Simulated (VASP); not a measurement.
Wanted: the native input for a VASP 6.6.1 run.

```yaml
Task: electric field gradients
Functional: PBEsol
Potentials_or_basis: VASP PAW PBE potentials, release 64 (Zn, S)
Cutoff: 520 eV
k_mesh: 8 × 8 × 5
Occupations: fermi-dirac, width 0.03 eV
Spin: no spin polarisation
Dipole_correction: no
Further_INCAR_settings: ALGO = Normal; EDIFF = 1e-08; NBANDS = 26
```

The structure of ZnS lies in POSCAR:

```
ZnS
1.0
    3.8109987816      0.0000000000      0.0000000000
   -1.9054993908      3.3004217586      0.0000000000
    0.0000000000      0.0000000000      6.0469800000
Zn S
2 2
Direct
    0.3333333333      0.6666666667      0.0000000000
    0.6666666667      0.3333333333      0.5000000000
    0.3333333333      0.6666666667      0.3850000000
    0.6666666667      0.3333333333      0.8850000000
```

This cell differs from its parent crystal: zz strain of -3 %.

The input as run:

INCAR

```
PREC = Accurate
ENCUT = 520
EDIFF = 1E-8
ISMEAR = -1
SIGMA = 0.03
LREAL = F
LASPH = T
NELM = 100
ALGO = Normal
ISIF = 2
LWAVE = F
LCHARG = F
GGA = PS
LEFG = T
NBANDS = 26
```

KPOINTS

```
regular mesh
0
Gamma
  8 8 5
```

Potentials or basis: VASP PAW PBE potentials, release 64 (Zn, S).

The run is started by

```sh
$ cat potpaw_PBE.64/Zn/POTCAR potpaw_PBE.64/S/POTCAR > POTCAR
$ mpirun -np 1 vasp_std > vasp.out
```

It gave:

| Quantity | Value |
| --- | --- |
| Pressure | 1.1 GPa |
| Largest force | 0.149 eV/Å |
| Band gap on the k mesh | 2.21 eV, direct |

Caveat: the cell differs from its parent crystal (zz strain of -3 %); without QUAD_EFG the Cq values of the log hold for a quadrupole moment of 1 mb, not for the nuclei; the PAW data sets were made with another functional, which shifts forces and pressure a little.

Wall time 71 s on 1 thread of Intel Xeon 6975P-C, on a shared host, peak memory 0.21 GiB.
